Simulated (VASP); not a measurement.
Input of a VASP 6.6.1 run:

INCAR

```
PREC     = Accurate       # precision mode
ENCUT    = 520            # plane-wave cutoff, eV
EDIFF    = 1E-7           # SCF threshold, eV
ISMEAR   = 0              # smearing method
SIGMA    = 0.02           # smearing width, eV
LREAL    = False          # projectors in reciprocal space
LASPH    = True           # aspherical terms in the spheres
NELM     = 100            # most SCF steps
ALGO     = Normal         # electronic algorithm
ISIF     = 2              # what is computed and relaxed
LWAVE    = False          # write WAVECAR
LCHARG   = False          # write CHGCAR
GGA      = PE             # functional
NBANDS   = 11             # bands
```

File KPOINTS:

```
Automatic mesh
0
Gamma
  8 8 8
```

File POSCAR:

```
MgS
1.0
    0.0000000000      2.5616800869      2.5616800869
    2.5616800869      0.0000000000      2.5616800869
    2.5616800869      2.5616800869      0.0000000000
Mg S
1 1
Direct
    0.5000000000      0.5000000000      0.5000000000
    0.0000000000      0.0000000000      0.0000000000
```

Potentials or basis: VASP PAW PBE potentials, release 64 (Mg, S).

Command:

```bash
$ cat potpaw_PBE.64/Mg/POTCAR potpaw_PBE.64/S/POTCAR > POTCAR
$ mpirun -np 1 vasp_std > vasp.out
```

(1) Predict the pressure.

(2) What does it give for the band gap on the k mesh?

Answers

(1) 4.9 GPa.

(2) 2.88 eV, indirect (least direct gap 4.09 eV).
